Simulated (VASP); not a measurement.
## Ga3As3CO: single point with PBE+D3(BJ)

Ga3As3CO, a slab with vacuum:

```xyz
8
Lattice="4.0137 0.0000 0.0000 0.0000 5.6762 0.0000 0.0000 0.0000 23.3353" Properties=species:S:1:pos:R:3 pbc="T T T"
Ga    2.0069    2.8381    4.0000
Ga    0.0000    0.3711    6.2539
Ga    2.0069    2.7783    7.5339
As    0.0000    1.4191    4.0000
As    2.0069    4.5990    5.8454
As    0.0000    1.6391    8.3853
O     0.0000    4.4772   11.2853
C     0.0000    4.4772   12.4353
```

- Program: VASP 6.6.1
- Task: single point
- Functional: PBE
- Dispersion: D3(BJ)
- Potentials or basis: VASP PAW PBE potentials, release 64 (Ga_d, As, O, C)
- Cutoff: 520 eV
- k mesh: 7 × 5 × 1
- Occupations: gaussian, width 0.05 eV
- Spin: no spin polarisation

* Largest force: 1.107 eV/Å
* Band gap on the k mesh: 0.40 eV (least direct gap 0.76 eV)
* Dispersion energy per atom: -0.159 eV

Forces in eV/Å, atoms in the order of the input:
```
Ga   0.000 -0.309  1.032
Ga   0.000 -0.010  0.022
Ga   0.000  0.011  0.015
As   0.000  0.315 -1.061
As   0.000  0.009 -0.014
As   0.000 -0.009  0.042
O    0.000 -0.011  0.691
C    0.000  0.004 -0.728
```

Levels at points of the mesh, in eV from the valence-band top:
```
           k point  band 30  band 31  band 32  band 33  band 34  band 35
(0.00, 0.00, 0.00)    -0.89    -0.85     0.00     0.76     1.61     2.31
```

Wall time 13 min on 1 thread of Oxide Virtual Turin-like Processor, with other jobs on the host, peak memory 0.61 GiB.
